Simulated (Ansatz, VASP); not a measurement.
# Two plane-wave programs on BaTiO3

File POSCAR:

```
BaTiO3
1.0
    3.9940387829      0.0000000000      0.0000000000
    0.0000000000      3.9940387829      0.0000000000
    0.0000000000      0.0000000000      4.1138599464
Ba Ti O
1 1 3
Direct
    0.5000000000      0.5000000000      0.5000000000
    0.0000000000      0.0000000000      0.0000000000
    0.5000000000      0.0000000000      0.0000000000
    0.0000000000      0.5000000000      0.0000000000
    0.0000000000      0.0000000000      0.5000000000
```

INCAR.step1

```
ALGO     = Normal         # electronic algorithm
EDIFF    = 1E-4           # SCF threshold, eV
ENCUT    = 520            # plane-wave cutoff, eV
GGA      = PE             # functional
ISMEAR   = 0              # smearing method
LASPH    = True           # aspherical terms in the spheres
LCHARG   = False          # write CHGCAR
LREAL    = False          # projectors in reciprocal space
LWAVE    = True           # write WAVECAR
NBANDS   = 28             # bands
NELM     = 60             # most SCF steps
PREC     = Accurate       # precision mode
SIGMA    = 0.02           # smearing width, eV
```

INCAR.step2

```
ALGO     = Normal         # electronic algorithm
EDIFF    = 1E-6           # SCF threshold, eV
ENCUT    = 520            # plane-wave cutoff, eV
ISIF     = 2              # what is computed and relaxed
ISMEAR   = 0              # smearing method
ISTART   = 1            
LASPH    = True           # aspherical terms in the spheres
LCHARG   = False          # write CHGCAR
LMIXTAU  = True         
LREAL    = False          # projectors in reciprocal space
LWAVE    = False          # write WAVECAR
METAGGA  = R2SCAN         # meta-GGA
NBANDS   = 28             # bands
NELM     = 60             # most SCF steps
PREC     = Accurate       # precision mode
SIGMA    = 0.02           # smearing width, eV
```

File KPOINTS:

```
k-points
0
Gamma
  8 8 8
```

Input for Ansatz:

```yaml
crystal:
  lattice:
    - [3.9940387829, 0.0, 0.0]
    - [0.0, 3.9940387829, 0.0]
    - [0.0, 0.0, 4.1138599464]
  atoms:
    - { symbol: Ba, position: [0.5, 0.5, 0.5] }
    - { symbol: Ti, position: [0.0, 0.0, 0.0] }
    - { symbol: O, position: [0.5, 0.0, 0.0] }
    - { symbol: O, position: [0.0, 0.5, 0.0] }
    - { symbol: O, position: [0.0, 0.0, 0.5] }
basis:
  ecutwfc: 500
kpoints:
  mp_grid: { grid: [8, 8, 8] }
hamiltonian:
  xc: r2scan
scf:
  occupations: { method: gaussian, width: 0.02 }
output:
  forces: true
  stress: true
  eigenvalues: true
```

Change from the starting cell: strain along c alone, the other axes held, atoms relaxed: +3.0 %.

Alike in both runs: task single point; functional r2SCAN; k mesh 8 × 8 × 8; occupations gaussian, width 0.02 eV; no spin polarisation.

```csv
,VASP,Ansatz
version,VASP 6.6.1,Ansatz 0.2.0
potentials or method,"VASP PAW PBE potentials, release 64 (Ba_sv, Ti_sv, O), cutoff 520 eV","scalar-relativistic, plane waves, PAW"
valence electrons in the cell,40,40
```

|  | VASP | Ansatz | Ansatz less VASP |
| --- | --- | --- | --- |
| gap on the k mesh at the Fermi level (eV) | 2.03 | 2.04 | +0.016 |
| least direct gap on the mesh (eV) | 2.23 | 2.21 | -0.018 |
| pressure (GPa) | -3.0 | -4.8 | -1.77 |
| traceless stress, the component that is largest in VASP (GPa) | -3.45 | -3.31 | +0.134 |

VASP's potentials were made for PBE, not for r2SCAN.

Spin-orbit coupling is off throughout.
